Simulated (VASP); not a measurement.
Runs of VASP 6.6.1 on TlBr. Symmetry: Pm-3m, No. 221, cubic system. The conventional cell has a = 3.995 Å, b = 3.995 Å, c = 3.995 Å, α = 90.00°, β = 90.00°, γ = 90.00°. Within 4.5 Å of Tl (site symmetry m-3m) lie 8 Br at 3.46 Å and 6 Tl at 3.99 Å. Within 4.5 Å of Br (site symmetry m-3m) lie 8 Tl at 3.46 Å and 6 Br at 3.99 Å. 

```csv
level,k mesh,smearing,gap on the mesh (eV),pressure (GPa)
PBE,2 × 2 × 2,gaussian 0.01 eV,1.76,(a)
PBE,4 × 4 × 4,gaussian 0.01 eV,1.88,1.0
PBEsol,4 × 4 × 4,gaussian 0.01 eV,1.76,-1.3
PBE,4 × 4 × 4,methfessel-paxton 0.001 eV,1.88,1.0
PBE,4 × 4 × 4,gaussian 0.5 eV,1.88,1.0
PBE,4 × 4 × 4,fermi-dirac 0.001 eV,1.88,1.0
```

Alike in all rows: task single point; potentials or basis VASP PAW PBE potentials, release 64 (Tl_d, Br); no spin polarisation; cell as given; cutoff (eV) 500.

Problem. Estimate the missing entries.

Solution. (a) 4.2.

Caveats: some runs use coarse meshes; spin-orbit coupling is left out, which moves the levels of the heavy elements; the PAW data sets were made with another functional, which shifts forces and pressure a little (some runs).

A k mesh can miss the band edges, and the runs leave out spin-orbit coupling on Br, Tl.
